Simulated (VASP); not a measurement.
A run of VASP 6.6.1 is set up as follows.

The input INCAR:

```
SYSTEM = Zn3SeS2
PREC = Accurate ; ENCUT = 600
EDIFF = 1E-7 ; ISMEAR = 0
SIGMA = 0.02 ; LREAL = .FALSE.
LASPH = .TRUE. ; NELM = 80
ALGO = Normal ; ISIF = 4
LWAVE = .FALSE. ; LCHARG = .FALSE.
GGA = PE ; IBRION = 2
NSW = 50 ; EDIFFG = -0.01
```

Contents of KPOINTS:

```
regular mesh
0
G
  12 12 4
  0 0 0
```

File POSCAR:

```
Zn3SeS2
1.0
    3.8777087066     -0.0000000286      0.0000000000
   -1.9388543286      3.3581942627      0.0000000000
    0.0000000000      0.0000000000      9.5026482044
Zn Se S
3 1 2
Direct
    0.0000000000      0.0000000000      0.0095910000
    0.6666666667      0.3333333333      0.3334870000
    0.3333333333      0.6666666667      0.6565060000
    0.0000000000      0.0000000000      0.7514400000
    0.6666666667      0.3333333333      0.0874180000
    0.3333333333      0.6666666667      0.4115570000
```

Potentials or basis: VASP PAW PBE potentials, release 64 (Zn, Se, S).

Run with:

```console
$ cat potpaw_PBE.64/Zn/POTCAR potpaw_PBE.64/Se/POTCAR potpaw_PBE.64/S/POTCAR > POTCAR
$ mpirun -np 1 vasp_std > vasp.out
```

Task: Predict the band gap on the k mesh.

Result: 1.55 eV.

Forces on the atoms (eV/Å):
```
Zn   0.000  0.000  0.008
Zn   0.000  0.000 -0.008
Zn   0.000  0.000 -0.001
Se   0.000  0.000 -0.001
S    0.000  0.000  0.007
S    0.000  0.000 -0.005
```

A k mesh can miss the band edges.
